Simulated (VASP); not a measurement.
Here is a VASP 6.6.1 calculation.

File INCAR:

```
  PREC = Accurate
  ENCUT = 520
  EDIFF = 1E-7
  ISMEAR = 0
  SIGMA = 0.05
  LREAL = False
  LASPH = True
  NELM = 100
  ALGO = Normal
  ISIF = 2
  LWAVE = False
  LCHARG = True
  LDIPOL = True
  IDIPOL = 3
  DIPOL = 0.5 0.5 0.392
  GGA = PE
  IVDW = 12
  LELF = True
  LVHAR = True
  LVACPOTAV = True
  NBANDS = 35
```

KPOINTS

```
regular mesh
0
Gamma
  9 9 1
```

The input POSCAR:

```
Te2Mo
1.0
    3.5038816881      0.0000000000      0.0000000000
   -1.7519408440      3.0344505538      0.0000000000
    0.0000000000      0.0000000000     24.7677198395
Te Mo
4 2
Direct
    0.3333333333      0.6666666667      0.1816881017
    0.3333333333      0.6666666667      0.3284056818
    0.6666666667      0.6666666667      0.4547798503
    0.6666666667      0.6666666667      0.6014974304
    0.6666666667      0.3333333333      0.2550468917
    1.0000000000      0.3333333333      0.5281386403
```

Potentials or basis: VASP PAW PBE potentials, release 64 (Te, Mo_sv).

Run with:

```sh
$ cat potpaw_PBE.64/Te/POTCAR potpaw_PBE.64/Mo_sv/POTCAR > POTCAR
$ mpirun -np 1 vasp_std > vasp.out
```

(1) Estimate the dispersion energy per atom.

(2) Predict the largest force.

## Answers

(1) -0.478 eV.

(2) 0.524 eV/Å.
